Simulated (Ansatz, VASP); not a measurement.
**Ca in VASP and in Ansatz**

```
CELL_PARAMETERS angstrom
0.00000 2.67145 2.67145
2.67145 0.00000 2.67145
2.67145 2.67145 0.00000
ATOMIC_POSITIONS crystal
Ca 0.00000 0.00000 0.00000
```

Alike in both runs: task single point; functional LDA; k mesh 10 × 10 × 10; occupations fermi-dirac, width 0.1 eV; no spin polarisation.

|  | VASP | Ansatz |
| --- | --- | --- |
| version | VASP 6.6.1 | Ansatz 0.2.0 |
| potentials or method | VASP PAW LDA potentials, release 64 (Ca_sv), cutoff 520 eV | plane waves (420 eV) with PAW, scalar-relativistic |
| valence electrons in the cell | 10 | 10 |

|  | VASP | Ansatz | Ansatz less VASP |
| --- | --- | --- | --- |
| pressure (GPa) | 0.0 | 0.0 | 0.00 |

Ansatz warns that its potentials were made for another functional, while VASP's fit it. LDA's correlation is that of Perdew and Zunger in VASP and of Perdew and Wang (1992) in Ansatz.
